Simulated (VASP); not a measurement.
# BaSi3 in VASP: notebook

Runs on BaSi3. Level: PBEsol. Tasks: single point.

Program: VASP 6.6.1. These are calculated values, not measurements. Logs are shortened: lines on timing, memory, paths and dates and some standing lists are left out, and cuts for length are marked.

### 1 The cell of the first run

The structure is tetragonal, space group P4/mmm (No. 123). The conventional cell has a = 4.414 Å, b = 4.414 Å, c = 4.503 Å, α = 90.00°, β = 90.00°, γ = 90.00°. Ba (site symmetry 4/mmm) has 12 Si at 3.12 to 3.15 Å within 4.1 Å. Within 4.1 Å of Si (site symmetry mmm) lie 8 Si at 3.12 to 3.15 Å and 4 Ba at 3.15 Å. Within 4.1 Å of Si (site symmetry 4/mmm) lie 4 Ba at 3.12 Å and 8 Si at 3.15 Å.

### 2 Single point, PBEsol

File INCAR:

```
SYSTEM = BaSi3
ALGO     = Normal         ! electronic algorithm
EDIFF    = 1E-6           ! SCF threshold, eV
ENCUT    = 520            ! plane-wave cutoff, eV
GGA      = PS             ! functional
ISIF     = 2              ! what is computed and relaxed
ISMEAR   = 0              ! smearing method
LASPH    = .TRUE.         ! aspherical terms in the spheres
LCHARG   = .TRUE.         ! write CHGCAR
LELF     = .TRUE.         ! ELF
LREAL    = .FALSE.        ! projectors in reciprocal space
LVHAR    = .TRUE.       
LWAVE    = .FALSE.        ! write WAVECAR
NBANDS   = 19             ! bands
NELM     = 60             ! most SCF steps
PREC     = Accurate       ! precision mode
SIGMA    = 0.05           ! smearing width, eV
```

File KPOINTS:

```
k-points
0
G
  8 8 8
  0 0 0
```

File POSCAR:

```
BaSi3
1.0
    4.4143014413      0.0000000000      0.0000000000
    0.0000000000      4.5025874701      0.0000000000
    0.0000000000      0.0000000000      4.4143014413
Ba Si
1 3
Direct
    0.0000000000      0.0000000000      0.0000000000
    0.0000000000      0.5000000000      0.5000000000
    0.5000000000      0.5000000000      0.0000000000
    0.5000000000      0.0000000000      0.5000000000
```

Potentials or basis: VASP PAW PBE potentials, release 64 (Ba_sv, Si).

Launch:

```
$ cat potpaw_PBE.64/Ba_sv/POTCAR potpaw_PBE.64/Si/POTCAR > POTCAR
$ mpirun -np 1 vasp_std > vasp.out
```

OUTCAR:

```text
SYSTEM = BaSi3
   EDIFF = 1E-6
   ENCUT = 520
   GGA = PS
   ISIF = 2
   ISMEAR = 0
   LASPH = .TRUE.
   LREAL = .FALSE.
   NELM = 60
   PREC = Accurate

 ion  position               nearest neighbor table
   1  0.000  0.000  0.000-   4 3.12   4 3.12   4 3.12   4 3.12   3 3.15   2 3.15   3 3.15   2 3.15
                             3 3.15   2 3.15   2 3.15   3 3.15
   2  0.000  0.500  0.500-   3 3.12   3 3.12   3 3.12   3 3.12   1 3.15   1 3.15   1 3.15   1 3.15

   3  0.500  0.500  0.000-   2 3.12   2 3.12   2 3.12   2 3.12   1 3.15   1 3.15   1 3.15   1 3.15

   4  0.500  0.000  0.500-   1 3.12   1 3.12   1 3.12   1 3.12

  LATTYP: Found a simple tetragonal cell.
 ALAT       =     4.4143014413
 C/A-ratio  =     1.0200000000

  Lattice vectors:

 A1 = (  -4.4143014413,   0.0000000000,   0.0000000000)
 A2 = (   0.0000000000,   0.0000000000,   4.4143014413)
 A3 = (   0.0000000000,   4.5025874701,   0.0000000000)

Analysis of symmetry for initial positions (statically):
=====================================================================
 Subroutine PRICEL returns:
 Original cell was already a primitive cell.

 Routine SETGRP: Setting up the symmetry group for a
 simple tetragonal supercell.

 Subroutine GETGRP returns: Found 16 space group operations
 (whereof 16 operations were pure point group operations)
 out of a pool of 16 trial point group operations.

The static configuration has the point symmetry D_4h.

Analysis of symmetry for dynamics (positions and initial velocities):
=====================================================================
 Subroutine PRICEL returns:
 Original cell was already a primitive cell.

 Routine SETGRP: Setting up the symmetry group for a
 simple tetragonal supercell.

 Subroutine GETGRP returns: Found 16 space group operations
 (whereof 16 operations were pure point group operations)
 out of a pool of 16 trial point group operations.

The dynamic configuration has the point symmetry D_4h.

 Subroutine INISYM returns: Found 16 space group operations
 (whereof 16 operations are pure point group operations),
 and found     1 'primitive' translations

----------------------------------------------------------------------------------------

                                     Primitive cell

  volume of cell :      87.7377

  direct lattice vectors                    reciprocal lattice vectors
     4.414301441  0.000000000  0.000000000     0.226536410  0.000000000  0.000000000
     0.000000000  4.502587470  0.000000000     0.000000000  0.222094519  0.000000000
     0.000000000  0.000000000  4.414301441     0.000000000  0.000000000  0.226536410

  length of vectors
     4.414301441  4.502587470  4.414301441     0.226536410  0.222094519  0.226536410

  position of ions in fractional coordinates (direct lattice)
     0.000000000  0.000000000  0.000000000
     0.000000000  0.500000000  0.500000000
     0.500000000  0.500000000  0.000000000
     0.500000000  0.000000000  0.500000000

  ion indices of the primitive-cell ions
   primitive index   ion index
                 1           1
                 2           2
                 3           3
                 4           4

----------------------------------------------------------------------------------------

 KPOINTS: k-points

Automatic generation of k-mesh.
 Grid dimensions read from file:
 generate k-points for:    8    8    8

 Generating k-lattice:

  Cartesian coordinates                     Fractional coordinates (reciprocal lattice)
     0.028317051  0.000000000  0.000000000     0.125000000  0.000000000  0.000000000
     0.000000000  0.027761815  0.000000000     0.000000000  0.125000000  0.000000000
     0.000000000  0.000000000  0.028317051     0.000000000  0.000000000  0.125000000

  Length of vectors
     0.028317051  0.027761815  0.028317051

  Shift w.r.t. Gamma in fractional coordinates (k-lattice)
     0.000000000  0.000000000  0.000000000

 Subroutine IBZKPT returns following result:
 ===========================================

 Found     75 irreducible k-points:

 Following reciprocal coordinates:
            Coordinates               Weight
  0.000000  0.000000  0.000000      1.000000
  0.125000  0.000000  0.000000      4.000000
  0.250000  0.000000  0.000000      4.000000
  0.375000  0.000000  0.000000      4.000000
  0.500000  0.000000  0.000000      2.000000
  0.000000  0.125000  0.000000      2.000000
[... 16 lines left out ...]
  0.250000  0.500000  0.000000      4.000000
  0.375000  0.500000  0.000000      4.000000
 [... further k-points ...]
   k-points           NKPTS =     75   k-points in BZ     NKDIM =     75   number of bands    NBANDS=     19
   number of dos      NEDOS =    301   number of ions     NIONS =      4
   total plane-waves  NPLWV =  46656
   dimension x,y,z NGX =    36 NGY =   36 NGZ =   36
   dimension x,y,z NGXF=    72 NGYF=   72 NGZF=   72
   ions per type =               1   3
   NGX,Y,Z   is equivalent  to a cutoff of  13.56, 13.29, 13.56 a.u.
   NGXF,Y,Z  is equivalent  to a cutoff of  27.12, 26.58, 27.12 a.u.
 SYSTEM =  BaSi3
   PREC   = accura    normal or accurate (medium, high low for compatibility)
   ISTART =      0    job   : 0-new  1-cont  2-samecut
   ICHARG =      2    charge: 1-file 2-atom 10-const
   ISPIN  =      1    spin polarized calculation?
   LNONCOLLINEAR =      F non collinear calculations
   LSORBIT =      F    spin-orbit coupling
   LASPH  =      T    aspherical Exc in radial PAW
   ENCUT  =  520.0 eV  38.22 Ry    6.18 a.u.   8.21  8.37  8.21*2*pi/ulx,y,z
   NELM   =     60;   NELMIN=  2; NELMDL= -5     # of ELM steps
   EDIFF  = 0.1E-05   stopping-criterion for ELM
   LREAL  =      F    real-space projection
   EDIFFG = 0.1E-04   stopping-criterion for IOM
   NSW    =      0    number of steps for IOM
   IBRION =     -1    ionic relax: 0-MD 1-quasi-New 2-CG
   NFREE  =      0    steps in history (QN), initial steepest desc. (CG)
   ISIF   =      2    stress and relaxation
   ISYM   =      2    0-nonsym 1-usesym 2-fastsym
   POTIM  = 0.5000    time-step for ionic-motion
   TEBEG  =    0.0;   TEEND  =   0.0 temperature during run
   PSTRESS=    0.0 pullay stress
   NELECT =      22.0000    total number of electrons
   NUPDOWN=      -1.0000    fix difference up-down
   EMIN   =  10.00;   EMAX   =-10.00  energy-range for DOS
   EFERMI =   0.00;   METHOD = LEGACY
   ISMEAR =     0;   SIGMA  =   0.05  broadening in eV -4-tet -1-fermi 0-gaus
   EFERMI_NEDOS =   21; number of points for ismear=-14 and -15
   IALGO  =     38    algorithm
   IMIX   =      4    mixing-type and parameters
     AMIX     =   0.40;   BMIX     =  1.00
     AMIX_MAG =   1.60;   BMIX_MAG =  1.00
  volume/ion in A,a.u.               =      21.93       148.02
  Fermi-wavevector in a.u.,A,eV,Ry     =   1.032334  1.950829 14.499920  1.065714
  Thomas-Fermi vector in A             =   2.166527
   LORBIT       =      0    0 simple, 1 ext, 2 COOP (PROOUT), +10 PAW based schemes
   GGA     = PS    functional components
   LHFCALC =     F    Hartree Fock is set to
   AEXX    =    0.0000 exact exchange contribution
   IVDW    =     0    specifies the selected vdW correction
   LEPSILON=     F    determine dielectric tensor
   LRPA    =     F    only Hartree local field effects (RPA)
 non-spin polarized calculation
 Gauss-broadening in eV      SIGMA  =   0.05
  energy-cutoff  :      520.00
  volume of cell :       87.74
 maximum number of plane-waves:      2400
 NGX is ok and might be reduce to    36
   NGX = 17   NGY = 17   NGZ = 17

 number of electron      22.0000001 magnetization

 Free energy of the ion-electron system (eV)
  ---------------------------------------------------
  ext. energy  EPLUGINS =         0.00000000
  ---------------------------------------------------
  free energy    TOTEN  =       -18.19165809 eV

  energy without entropy =      -18.18911771  energy(sigma->0) =      -18.19038790

 E-fermi :   5.4935     XC(G=0): -10.1955

 val. band max:        5.4871213708   @ k =   0.3750   0.0000   0.1250
 cond. band min:       5.5105002349   @ k =   0.1250   0.0000   0.1250
 fundamental gap:      0.0233788641
 Fermi energy:         5.4934907633

 k-point     1 :       0.0000    0.0000    0.0000
  band No.  band energies     occupation
      1     -20.9916      2.00000
      2      -6.5364      2.00000
      3      -6.5017      2.00000
      4      -6.5017      2.00000
      5      -4.4554      2.00000
      6       0.2285      2.00000
[... 11 lines left out ...]
     18       8.6052      0.00000
     19       8.9088      0.00000

 k-point     2 :       0.1250    0.0000    0.0000
  band No.  band energies     occupation
      1     -20.9871      2.00000
      2      -6.6970      2.00000
      3      -6.5226      2.00000
      4      -6.4882      2.00000
      5      -4.1980      2.00000
      6       0.1716      2.00000
[... 11 lines left out ...]
     18       9.3613      0.00000
     19       9.9536      0.00000

 k-point     3 :       0.2500    0.0000    0.0000
  band No.  band energies     occupation
      1     -20.9761      2.00000
      2      -7.0648      2.00000
      3      -6.4890      2.00000
      4      -6.4552      2.00000
      5      -3.6146      2.00000
      6      -0.3800      2.00000
[... 11 lines left out ...]
     18       9.6591      0.00000
     19      10.8546      0.00000

 k-point     4 :       0.3750    0.0000    0.0000
  band No.  band energies     occupation
      1     -20.9651      2.00000
      2      -7.3559      2.00000
      3      -6.4547      2.00000
      4      -6.4214      2.00000
      5      -2.8897      2.00000
      6      -1.1913      2.00000
[... 407 lines left out ...]
     18      10.9046      0.00000
     19      12.7379      0.00000

 k-point    23 :       0.2500    0.5000    0.0000
  band No.  band energies     occupation
      1     -20.9518      2.00000
      2      -7.2858      2.00000
      3      -6.8345      2.00000
      4      -6.3798      2.00000
      5      -2.1583      2.00000
      6      -1.4409      2.00000
[... 11 lines left out ...]
     18      11.2957      0.00000
     19      11.9371      0.00000

 k-point    24 :       0.3750    0.5000    0.0000
  band No.  band energies     occupation
      1     -20.9417      2.00000
      2      -7.1681      2.00000
      3      -7.0795      2.00000
      4      -6.3501      2.00000
      5      -2.3252      2.00000
      6      -0.8068      2.00000
[... 11 lines left out ...]
     18      11.3939      0.00000
     19      12.9917      0.00000

 [... further k-points ...]

------------------------ aborting loop because EDIFF is reached ----------------------------------------

  FORCE on cell =-STRESS in cart. coord.  units (eV):
  Direction    XX          YY          ZZ          XY          YZ          ZX
  --------------------------------------------------------------------------------------
  -------------------------------------------------------------------------------------
  Total        0.2433513     -0.7292129      0.2433513      0.0000000      0.0000000      0.0000000
  in kB        4.4438379    -13.3161539      4.4438379      0.0000000      0.0000000      0.0000000
  external PRESSURE =      -1.4761593 kB  Pullay stress =       0.0000000 kB

 VOLUME and BASIS-vectors are now :
 -----------------------------------------------------------------------------
  energy-cutoff  :      520.00
  volume of cell :       87.74
      direct lattice vectors                 reciprocal lattice vectors
     4.414301441  0.000000000  0.000000000     0.226536410  0.000000000  0.000000000
     0.000000000  4.502587470  0.000000000     0.000000000  0.222094519  0.000000000
     0.000000000  0.000000000  4.414301441     0.000000000  0.000000000  0.226536410

 POSITION                                       TOTAL-FORCE (eV/Angst)
 -----------------------------------------------------------------------------------
      0.00000      0.00000      0.00000         0.000000      0.000000      0.000000
      0.00000      2.25129      2.20715         0.000000      0.000000      0.000000
      2.20715      2.25129      0.00000         0.000000      0.000000      0.000000
      2.20715      0.00000      2.20715         0.000000      0.000000      0.000000
 -----------------------------------------------------------------------------------
    total drift:                               -0.000000     -0.000000     -0.000000

  FREE ENERGIE OF THE ION-ELECTRON SYSTEM (eV)
  ---------------------------------------------------
  free  energy   TOTEN  =       -18.1916580911 eV

  energy  without entropy=      -18.1891177115  energy(sigma->0) =      -18.19038790
```

It took 54 s on 1 thread of Intel Xeon Platinum 8488C (Sapphire Rapids), shared host; peak memory 0.27 GiB.

What came out:

* Free energy: -18.1917 eV
* Pressure: -0.1 GPa
* Band gap on the k mesh: zero (bands 11 and 12 overlap by 2.06 eV)

Caveat: the PAW data sets were made with another functional, which shifts forces and pressure a little; spin-orbit coupling is left out, which moves the levels of the heavy elements.

(Part 1 of 2 ends here.)
